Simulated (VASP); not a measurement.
## ZnCu2: single point with PBEsol

Crystal: ZnCu2.

```
Zn Cu
1.0
     2.58267    0.00000    0.00000
    -1.29133    2.23666    0.00000
     0.00000    0.00000    6.23216
Zn Cu
1 2
Direct
  0.00000 0.00000 0.00000
  0.33333 0.66667 0.66256
  0.66667 0.33333 0.33744
```

* Program: VASP 6.6.1
* Task: single point
* Functional: PBEsol
* Potentials or basis: VASP PAW PBE potentials, release 64 (Zn, Cu)
* Cutoff: 520 eV
* k mesh: 18 × 18 × 8
* Occupations: gaussian, width 0.1 eV
* Spin: no spin polarisation
* Dipole correction: no
* Further INCAR settings: ALGO = Normal; EDIFF = 1e-07; NBANDS = 24

| Item | Value |
| --- | --- |
| Pressure | 0.7 GPa |
| Largest force | 0.014 eV/Å |
| Band gap on the k mesh | zero (band 17 reaches 8.52 eV, above the bottom of band 18 at 4.30 eV) |

Forces on the atoms (eV/Å):
```
Zn   0.000  0.000  0.000
Cu   0.000  0.000 -0.014
Cu   0.000  0.000  0.014
```

Stress tensor (GPa, compression positive):
```
0.67 0.00 0.00
0.00 0.67 0.00
0.00 0.00 0.79
```

Levels at points of the mesh, in eV from the Fermi level:
| k point | band 14 | band 15 | band 16 | band 17 | band 18 | band 19 | band 20 | band 21 |
| --- | --- | --- | --- | --- | --- | --- | --- | --- |
| (0.00, 0.00, 0.00) | -3.09 | -2.47 | -2.47 | -2.14 | -2.14 | 7.00 | 7.99 | 19.67 |
| (0.50, 0.00, 0.00) | -1.86 | -1.80 | -0.90 | -0.75 | 0.65 | 2.81 | 4.27 | 5.60 |
| (0.00, 0.00, 0.50) | -2.48 | -2.48 | -2.11 | -2.11 | -1.88 | 2.40 | 15.57 | 15.95 |
| (0.50, 0.00, 0.50) | -2.15 | -1.86 | -1.80 | -0.48 | 0.20 | 2.29 | 7.53 | 7.89 |

It took 2.4 min on 1 thread of Intel Xeon 6975P-C, with other jobs on the host, peak memory 0.32 GiB.

Caveat: the PAW data sets were made with another functional, which shifts forces and pressure a little.
